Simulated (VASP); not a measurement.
Bi2Te2O3:

```xyz
7
Lattice="2.8424 1.6411 4.8705 -2.8424 1.6411 4.8705 0.0000 -3.2822 4.8705" Properties=species:S:1:pos:R:3 pbc="T T T"
Bi    0.0000    0.0000    0.0000
Bi    0.0000    0.0000    7.3057
Te    0.0000    0.0000   10.5348
Te    0.0000    0.0000    4.0766
O     0.0000   -1.6411    2.4352
O    -1.4212    0.8205    2.4352
O     1.4212    0.8205    2.4352
```

The cell was generated, and may not be a known phase.

```yaml
Program: VASP 6.6.1
Task: relaxation of cell and atoms
Functional: PBE
Potentials_or_basis: VASP PAW PBE potentials, release 64 (Bi_d, Te, O)
Cutoff: 600 eV
k_mesh: 3 × 3 × 3
Occupations: gaussian, width 0.15 eV
Spin: no spin polarisation
```

At the start: pressure -4.3 GPa; volume 19.47 Å³/atom.

How do energy, volume and symmetry change on relaxing?

Over 5 steps the energy falls by 20.4 meV/atom and the volume is 18.52 Å³/atom (-4.9 %); space group R-3m (No. 166, to 0.1 Å) before and after.

Step by step:
| step | energy change (eV) | largest force (eV/Å) | pressure (GPa) | volume (Å³) |
| --- | --- | --- | --- | --- |
| 1 | 0.0000 | 0.7260 | -4.35 | 136.31 |
| 2 | -0.0729 | 0.1219 | 3.30 | 126.16 |
| 3 | -0.1104 | 0.2228 | 0.20 | 129.73 |
| 4 | -0.1243 | 0.1812 | 0.20 | 129.72 |
| 5 | -0.1428 | 0.0478 | 0.38 | 129.64 |

Final structure:
```yaml
crystal:
  lattice:
    - [2.75897, 1.59289, 4.91643]
    - [-2.75897, 1.59289, 4.91643]
    - [0.00000, -3.18578, 4.91643]
  atoms:
    - { symbol: Bi, position: [0.00000, 0.00000, 0.00000] }
    - { symbol: Bi, position: [0.50000, 0.50000, 0.50000] }
    - { symbol: Te, position: [0.72568, 0.72568, 0.72568] }
    - { symbol: Te, position: [0.27432, 0.27432, 0.27432] }
    - { symbol: O, position: [0.00000, 0.00000, 0.50000] }
    - { symbol: O, position: [0.00000, 0.50000, 0.00000] }
    - { symbol: O, position: [0.50000, 0.00000, 0.00000] }
```

Caveat: the k points lie up to 0.46 Å⁻¹ apart in the final cell, too coarse for converged energies and pressures of a metal; the relaxation stopped at a loose force limit of 0.08 eV/Å, so its end isn't a converged minimum.
